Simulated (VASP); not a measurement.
Crystal: P.

```
P
1.0
     1.35570   -2.26027    0.00635
    -3.98953   -2.21549    0.02763
     0.01978    0.02506   -4.92050
P
4
Direct
  0.99393 0.03870 0.72479
  0.06713 0.96844 0.25129
  0.46882 0.49276 0.74262
  0.47013 0.50010 0.28130
```

```yaml
Program: VASP 6.6.1
Task: relaxation of cell and atoms
Functional: PBE
Potentials_or_basis: VASP PAW PBE potentials, release 64 (P)
Cutoff: 600 eV
k_mesh: 8 × 6 × 4
Occupations: gaussian, width 0.2 eV
Spin: no spin polarisation
```

At the start: pressure 3.5 GPa; volume 14.79 Å³/atom.

Problem. How do energy, volume and symmetry change on relaxing?

Solution. Over 44 steps the energy falls by 325.6 meV/atom and the volume is 14.61 Å³/atom (-1.2 %); space group P1 (No. 1, to 0.1 Å) before, Pm-3m (No. 221, to 0.1 Å).

The path:
```tsv
step	energy change (eV)	largest force (eV/Å)	pressure (GPa)	volume (Å³)
1	0.0000	0.5327	3.51	59.15
3	-0.0714	0.4857	-2.20	62.50
5	-0.1897	0.3655	0.05	61.99
7	-0.1986	0.4140	1.53	61.73
9	-0.2350	0.3471	0.45	63.04
11	-0.3413	0.4300	-3.18	65.87
13	-0.5841	0.9202	1.64	61.20
15	-0.6029	1.2527	4.47	59.48
17	-0.6592	1.6698	10.57	56.59
19	-0.7105	1.5659	12.25	55.71
21	-0.8034	1.3546	10.17	56.27
23	-1.0527	0.7460	2.52	58.81
25	-1.0998	0.5617	-2.19	60.97
27	-1.1150	0.5600	-1.74	60.67
29	-1.2046	0.4809	-0.42	59.70
31	-1.2219	0.5016	0.89	58.94
33	-1.2627	0.1942	-1.70	59.88
35	-1.2780	0.1122	-1.55	59.63
37	-1.2914	0.1077	0.38	58.49
39	-1.2986	0.0717	-0.24	58.74
41	-1.2998	0.0627	0.21	58.49
43	-1.3020	0.0325	-0.24	58.65
44	-1.3025	0.0244	0.11	58.44
```

Final structure:
```
P
1.0
     1.21236   -2.14045   -0.01115
    -4.20439   -2.38296    0.00701
    -0.01915    0.01920   -4.91523
P
4
Direct
  0.25186 0.00138 0.74982
  0.24835 0.00153 0.24986
  0.24969 0.49844 0.75017
  0.25009 0.49865 0.25015
```
